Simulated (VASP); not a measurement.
# TlGa2BSb4 (P1) in VASP: single point with PBE

Aim: the single point of TlGa2BSb4 with PBE.

Everything below comes from runs of VASP 6.6.1. Logs are shortened: lines on timing, memory, paths and dates and some standing lists are left out, and cuts for length are marked.

### 1 The cell of the first run

The typed cell holds 16 atoms: a = 8.725 Å, b = 8.668 Å, c = 8.669 Å, α = 60.48°, β = 59.15°, γ = 59.14°.

### 2 Single point, PBE

The input, INCAR:

```
SYSTEM = TlGa2BSb4
PREC = Accurate
ENCUT = 520
EDIFF = 1E-7
ISMEAR = 0
SIGMA = 0.1
LREAL = Auto
LASPH = .TRUE.
NELM = 60
ALGO = Normal
ISIF = 2
LWAVE = .FALSE.
LCHARG = .FALSE.
GGA = PE
ISYM = 0
NBANDS = 76
```

The input, KPOINTS:

```
Automatic mesh
0
G
  3 3 3
  0 0 0
```

The input, POSCAR:

```
TlGa2BSb4
1.0
   -6.1693923449      6.1691768574      0.0617664543
   -6.2000828424      0.0267581424      6.0578306843
   -0.0261620991      6.2004737438      6.0584511683
B Ga Sb Tl
2 4 8 2
Direct
    0.9993603529     -0.0003221662      0.0006565370
    0.4992798534      0.4997273775      0.5007039716
   -0.0010589658      0.4996074826      0.0005596669
   -0.0010342435     -0.0004358509      0.5006192118
    0.4989108175      0.4993946447      0.0007437357
    0.4988832373     -0.0002664302      0.5003943475
    0.8825080714      0.9001375902      0.3363542207
    0.3825627750      0.8354345171      0.4008758091
    0.8366324861      0.3813953978      0.3823480211
    0.9014331330      0.8814689080      0.8824402768
    0.4012294664      0.3815888389      0.3825595479
    0.3367234399      0.8812516709      0.8822096166
    0.8825263701      0.3354072239      0.9010241236
    0.3825485028      0.3999873576      0.8363792735
    0.4986249403      0.9994899627      1.0004166067
    0.9984185481      0.4996931257      0.5006227282
```

Potentials or basis: VASP PAW PBE potentials, release 64 (B, Ga_d, Sb, Tl_d).

Run with:

```sh
$ cat potpaw_PBE.64/B/POTCAR potpaw_PBE.64/Ga_d/POTCAR potpaw_PBE.64/Sb/POTCAR potpaw_PBE.64/Tl_d/POTCAR > POTCAR
$ mpirun -np 1 vasp_std > vasp.out
```

OUTCAR:

```text
SYSTEM = TlGa2BSb4
   PREC = Accurate
   ENCUT = 520
   EDIFF = 1E-7
   ISMEAR = 0
   LREAL = Auto
   LASPH = .TRUE.
   NELM = 60
   ISIF = 2
   GGA = PE
   ISYM = 0

 ion  position               nearest neighbor table
   1  0.999  1.000  0.001-  12 2.37  13 2.37   7 2.37  10 2.38
   2  0.499  0.500  0.501-   9 2.37   8 2.37  14 2.37  11 2.38
   3  0.999  0.500  0.001-  14 2.71   9 2.71  10 2.72  13 2.72
   4  0.999  1.000  0.501-   8 2.71   9 2.71  10 2.72   7 2.72
   5  0.499  0.499  0.001-  13 2.71  12 2.71  11 2.72  14 2.72
   6  0.499  1.000  0.500-   7 2.71  12 2.71  11 2.72   8 2.72
[... 8 lines left out ...]
  15  0.499  0.999  0.000-  10 2.85  12 2.85  14 2.85   8 2.85
  16  0.998  0.500  0.501-  11 2.85   9 2.85   7 2.85  13 2.85

IMPORTANT INFORMATION: All symmetrisations will be switched off!
NOSYMM: (Re-)initialisation of all symmetry stuff for point group C_1.

----------------------------------------------------------------------------------------

                                     Primitive cell

  volume of cell :     459.1110

  direct lattice vectors                    reciprocal lattice vectors
    -6.169392345  6.169176857  0.061766454    -0.081460278  0.081471400 -0.083733026
    -6.200082842  0.026758142  6.057830684    -0.080574584 -0.081408088  0.082968518
    -0.026162099  6.200473744  6.058451168     0.081396827  0.080569142  0.082952333

  length of vectors
     8.724904590  8.668278713  8.668990118     0.142423964  0.141433077  0.141414001

  position of ions in fractional coordinates (direct lattice)
     0.999360353  0.999677834  0.000656537
     0.499279853  0.499727378  0.500703972
     0.998941034  0.499607483  0.000559667
     0.998965756  0.999564149  0.500619212
     0.498910817  0.499394645  0.000743736
     0.498883237  0.999733570  0.500394347
[... 8 lines left out ...]
     0.498624940  0.999489963  0.000416607
     0.998418548  0.499693126  0.500622728

  ion indices of the primitive-cell ions
   primitive index   ion index
                 1           1
                 2           2
                 3           3
                 4           4
                 5           5
                 6           6
[... 8 lines left out ...]
                15          15
                16          16

----------------------------------------------------------------------------------------

 KPOINTS: Automatic mesh

Automatic generation of k-mesh.
 Grid dimensions read from file:
 generate k-points for:    3    3    3

[... 57 lines left out ...]
   NFREE  =      0    steps in history (QN), initial steepest desc. (CG)
   ISIF   =      2    stress and relaxation
   ISYM   =      0    0-nonsym 1-usesym 2-fastsym
   POTIM  = 0.5000    time-step for ionic-motion
   TEBEG  =    0.0;   TEEND  =   0.0 temperature during run
   PSTRESS=    0.0 pullay stress
   NELECT =     124.0000    total number of electrons
   NUPDOWN=      -1.0000    fix difference up-down
   EMIN   =  10.00;   EMAX   =-10.00  energy-range for DOS
   EFERMI =   0.00;   METHOD = LEGACY
   ISMEAR =     0;   SIGMA  =   0.10  broadening in eV -4-tet -1-fermi 0-gaus
   EFERMI_NEDOS =   21; number of points for ismear=-14 and -15
   IALGO  =     38    algorithm
   IMIX   =      4    mixing-type and parameters
     AMIX     =   0.40;   BMIX     =  1.00
     AMIX_MAG =   1.60;   BMIX_MAG =  1.00
  volume/ion in A,a.u.               =      28.69       193.64
  Fermi-wavevector in a.u.,A,eV,Ry     =   1.058220  1.999747 15.236221  1.119831
  Thomas-Fermi vector in A             =   2.193522
   LORBIT       =      0    0 simple, 1 ext, 2 COOP (PROOUT), +10 PAW based schemes
   GGA     = PE    functional components
   LHFCALC =     F    Hartree Fock is set to
   AEXX    =    0.0000 exact exchange contribution
   IVDW    =     0    specifies the selected vdW correction
   LEPSILON=     F    determine dielectric tensor
   LRPA    =     F    only Hartree local field effects (RPA)
 non-spin polarized calculation
 Gauss-broadening in eV      SIGMA  =   0.10
  energy-cutoff  :      520.00
  volume of cell :      459.11
 maximum number of plane-waves:     12380
 NGX is ok and might be reduce to    70
   NGX = 33   NGY = 33   NGZ = 33

 number of electron     123.9999985 magnetization

 Free energy of the ion-electron system (eV)
  ---------------------------------------------------
  ext. energy  EPLUGINS =         0.00000000
  ---------------------------------------------------
  free energy    TOTEN  =       -59.50445258 eV

  energy without entropy =      -59.48616110  energy(sigma->0) =      -59.49530684

 E-fermi :   4.9942     XC(G=0):  -9.0078

 val. band max:        4.9828410541   @ k =   0.0000   0.0000   0.0000
 cond. band min:       5.0163860612   @ k =   0.0000   0.0000   0.0000
 fundamental gap:      0.0335450071
 Fermi energy:         4.9942324765

 k-point     1 :       0.0000    0.0000    0.0000
  band No.  band energies     occupation
      1     -10.0727      2.00000
      2     -10.0650      2.00000
      3     -10.0591      2.00000
      4     -10.0590      2.00000
      5     -10.0559      2.00000
      6     -10.0558      2.00000
[... 1067 lines left out ...]
     73       8.0575      0.00000
     74       8.1072      0.00000
 [bands above 74 left out]

------------------------ aborting loop because EDIFF is reached ----------------------------------------

  FORCE on cell =-STRESS in cart. coord.  units (eV):
  Direction    XX          YY          ZZ          XY          YZ          ZX
  --------------------------------------------------------------------------------------
  -------------------------------------------------------------------------------------
  Total        0.1924758      0.1987773      0.0859023     -0.0149997     -0.5581580      0.5521683
  in kB        0.6716903      0.6936807      0.2997766     -0.0523451     -1.9478257      1.9269232
  external PRESSURE =       0.5550492 kB  Pullay stress =       0.0000000 kB

 VOLUME and BASIS-vectors are now :
 -----------------------------------------------------------------------------
  energy-cutoff  :      520.00
  volume of cell :      459.11
      direct lattice vectors                 reciprocal lattice vectors
    -6.169392345  6.169176857  0.061766454    -0.081460278  0.081471400 -0.083733026
    -6.200082842  0.026758142  6.057830684    -0.080574584 -0.081408088  0.082968518
    -0.026162099  6.200473744  6.058451168     0.081396827  0.080569142  0.082952333

 POSITION                                       TOTAL-FORCE (eV/Angst)
 -----------------------------------------------------------------------------------
    -12.36355      6.19605      6.12158        -0.010143      0.010267      0.005134
     -6.19170      6.19812      6.09159        -0.010274      0.010345      0.004674
     -9.26048      6.17948      3.09163        -0.010644      0.008776      0.008048
    -12.37349      9.29362      9.14987        -0.008827      0.009958      0.008334
     -6.17428      3.09584      3.06057        -0.010642      0.009526      0.008982
     -9.28933      6.20713      9.11865        -0.010277      0.010501      0.008199
[... 8 lines left out ...]
     -9.27314      3.10543      6.08806        -0.003170      0.003536      0.002859
     -9.27087      9.27689      6.12172        -0.003041      0.003494      0.004035
 -----------------------------------------------------------------------------------
    total drift:                               -0.003567      0.001017      0.004037

  FREE ENERGIE OF THE ION-ELECTRON SYSTEM (eV)
  ---------------------------------------------------
  free  energy   TOTEN  =       -59.5044525789 eV

  energy  without entropy=      -59.4861611047  energy(sigma->0) =      -59.49530684
```

OSZICAR:

```text
N       E                     dE             d eps       ncg     rms          rms(c)
DAV:   1     0.110597244934E+04    0.11060E+04   -0.50379E+04  2276   0.176E+03
DAV:   2     0.105683035802E+03   -0.10003E+04   -0.96576E+03  2464   0.495E+02
DAV:   3    -0.483751429067E+02   -0.15406E+03   -0.14750E+03  2368   0.154E+02
DAV:   4    -0.604111321582E+02   -0.12036E+02   -0.11711E+02  2720   0.426E+01
DAV:   5    -0.608332378732E+02   -0.42211E+00   -0.41746E+00  2748   0.776E+00    0.113E+01
DAV:   6    -0.595044408866E+02    0.13288E+01   -0.32154E+00  2776   0.818E+00    0.685E+00
DAV:   7    -0.595137854330E+02   -0.93445E-02   -0.16353E+00  2436   0.342E+00    0.343E+00
DAV:   8    -0.595032469731E+02    0.10538E-01   -0.20748E-01  3076   0.169E+00    0.486E-01
DAV:   9    -0.595009469478E+02    0.23000E-02   -0.62809E-02  2400   0.924E-01    0.153E-01
DAV:  10    -0.595038254325E+02   -0.28785E-02   -0.13346E-02  2720   0.465E-01    0.112E-01
DAV:  11    -0.595041878963E+02   -0.36246E-03   -0.15641E-03  2616   0.207E-01    0.452E-02
DAV:  12    -0.595044239841E+02   -0.23609E-03   -0.60133E-04  2284   0.145E-01    0.167E-02
DAV:  13    -0.595044473122E+02   -0.23328E-04   -0.70021E-05  2656   0.101E-01    0.827E-03
DAV:  14    -0.595044513309E+02   -0.40188E-05   -0.19083E-05  2844   0.301E-02    0.477E-03
DAV:  15    -0.595044522569E+02   -0.92596E-06   -0.80597E-06  2684   0.133E-02    0.237E-03
DAV:  16    -0.595044524548E+02   -0.19785E-06   -0.16405E-06  2412   0.131E-02    0.799E-04
DAV:  17    -0.595044525642E+02   -0.10946E-06   -0.34403E-07  2128   0.393E-03    0.244E-04
DAV:  18    -0.595044525789E+02   -0.14690E-07   -0.52772E-08  1264   0.141E-03
   1 F= -.59504453E+02 E0= -.59495307E+02  d E =-.182915E-01
```

stdout:

```text
POSCAR found type information on POSCAR B GaSbTl
 POSCAR found :  4 types and      16 ions
 scaLAPACK will be used
 LDA part: xc-table for (Slater+PW92), standard interpolation
 POSCAR, INCAR and KPOINTS ok, starting setup
 FFT: planning ... GRIDC
 FFT: planning ... GRID_SOFT
 FFT: planning ... GRID
 WAVECAR not read
 entering main loop
```

Wall time 9.4 min (1 thread of Intel Xeon 6975P-C (Granite Rapids), shared host); peak memory 0.79 GiB.

Results:

```yaml
Free_energy: -59.5045 eV
Pressure: 0.1 GPa
Largest_force: 0.052 eV/Å
Band_gap_on_the_k_mesh: 0.01 eV
```

Forces in eV/Å, atoms in the order of the input:
```
B   -0.010  0.010  0.005
B   -0.010  0.010  0.005
Ga  -0.011  0.009  0.008
Ga  -0.009  0.010  0.008
Ga  -0.011  0.010  0.009
Ga  -0.010  0.011  0.008
Sb   0.041  0.016  0.013
Sb  -0.019 -0.041  0.015
Sb  -0.020  0.021 -0.025
Sb   0.030 -0.030 -0.027
Sb   0.030 -0.030 -0.030
Sb  -0.021  0.020 -0.024
Sb  -0.016 -0.040  0.013
Sb   0.042  0.018  0.015
Tl  -0.003  0.004  0.003
Tl  -0.003  0.003  0.004
```

Stress tensor (GPa, compression positive):
```
 0.07 -0.01  0.19
-0.01  0.07 -0.19
 0.19 -0.19  0.03
```

Levels at points of the mesh, in eV from the valence-band top:
| k point | band 59 | band 60 | band 61 | band 62 | band 63 | band 64 | band 65 | band 66 |
| --- | --- | --- | --- | --- | --- | --- | --- | --- |
| (0.00, 0.00, 0.00) | -0.54 | -0.30 | -0.01 | 0.00 | 0.01 | 0.02 | 0.06 | 0.21 |

Caveat: the smearing spreads over this small gap; spin-orbit coupling is left out, which moves the levels of the heavy elements. A k mesh can miss the band edges.
